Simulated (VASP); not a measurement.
Set up this calculation in VASP 6.6.1, as the native input.

```yaml
Task: single point
Functional: PBE
Potentials_or_basis: VASP PAW PBE potentials, release 64 (Bi_d, Te)
Cutoff: 520 eV
k_mesh: 18 × 18 × 10
Occupations: gaussian, width 0.1 eV
Spin: no spin polarisation
Dipole_correction: no
Further_INCAR_settings: ALGO = Normal; EDIFF = 1e-06; NBANDS = 18
```

The structure of BiTe lies in POSCAR:

```
BiTe
1.0
    3.4183985240      0.0000000000      0.0000000000
   -1.7091992620      2.9604199621      0.0000000000
    0.0000000000      0.0000000000      6.4263935752
Bi Te
1 1
Direct
    0.0000000000      0.0000000000      0.9872726283
    0.0000000000      0.0000000000      0.4870501917
```

The input as run:

INCAR

```
PREC = Accurate ; ENCUT = 520
EDIFF = 1E-6 ; ISMEAR = 0
SIGMA = 0.1 ; LREAL = False
LASPH = True ; NELM = 80
ALGO = Normal ; ISIF = 2
LWAVE = False ; LCHARG = True
GGA = PE ; LELF = True
LVHAR = True ; NBANDS = 18
```

KPOINTS

```
regular mesh
0
Gamma
  18 18 10
```

Potentials or basis: VASP PAW PBE potentials, release 64 (Bi_d, Te).

Command:

```bash
$ cat potpaw_PBE.64/Bi_d/POTCAR potpaw_PBE.64/Te/POTCAR > POTCAR
$ mpirun -np 1 vasp_std > vasp.out
```

Results of the run:

```json
{"Pressure": "-0.2 GPa"}
```

It took 6.5 min on 1 thread of AMD EPYC 7R13 (shared host), peak memory 0.36 GiB.
